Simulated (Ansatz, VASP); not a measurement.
Au: VASP beside Ansatz

INCAR

```
  ALGO = Fast
  EDIFF = 1E-7
  ENCUT = 520
  GGA = PE
  ISIF = 2
  ISMEAR = 0
  LASPH = True
  LCHARG = False
  LREAL = False
  LWAVE = False
  NBANDS = 12
  NELM = 60
  PREC = Accurate
  SIGMA = 0.15
```

KPOINTS

```
k-points
0
Gamma
  20 20 20
```

Contents of POSCAR:

```
Au
1.0
    0.0000000000      2.0148175000      2.0148175000
    2.0148175000      0.0000000000      2.0148175000
    2.0148175000      2.0148175000      0.0000000000
Au
1
Direct
    0.0000000000      0.0000000000      0.0000000000
```

Input for Ansatz:

```yaml
crystal:
  lattice:
    - [0.0, 2.0148175, 2.0148175]
    - [2.0148175, 0.0, 2.0148175]
    - [2.0148175, 2.0148175, 0.0]
  atoms:
    - { symbol: Au, position: [0.0, 0.0, 0.0] }
basis:
  ecutwfc: 420
kpoints:
  mp_grid: { grid: [20, 20, 20] }
hamiltonian:
  xc: pbe
scf:
  occupations: { method: gaussian, width: 0.15 }
output:
  forces: true
  stress: true
  eigenvalues: true
  write_density: true
  write_potential: true
  elf: true
  volumetric_format: npy
```

Change from the starting cell: strain -0.015 along x and y, -0.015 along z, atoms carried along.

Alike in both runs: task single point; functional PBE; k mesh 20 × 20 × 20; occupations gaussian, width 0.15 eV; no spin polarisation.

```csv
,VASP,Ansatz
version,VASP 6.6.1,Ansatz 0.2.0
potentials or method,"VASP PAW PBE potentials, release 64 (Au), cutoff 520 eV","scalar-relativistic, plane waves, PAW"
valence electrons in the cell,11,19
```

|  | VASP | Ansatz | Ansatz less VASP |
| --- | --- | --- | --- |
| gap on the k mesh at the Fermi level (eV) | none | none | - |
| pressure (GPa) | 17.1 | 17.4 | +0.27 |

A gap of «none» marks a metal or a gap that the smearing closes. VASP's potentials hold 11 valence electrons a cell and Ansatz's 19, so a difference there can come from the potentials and not from the codes.

Spin-orbit coupling is off throughout.
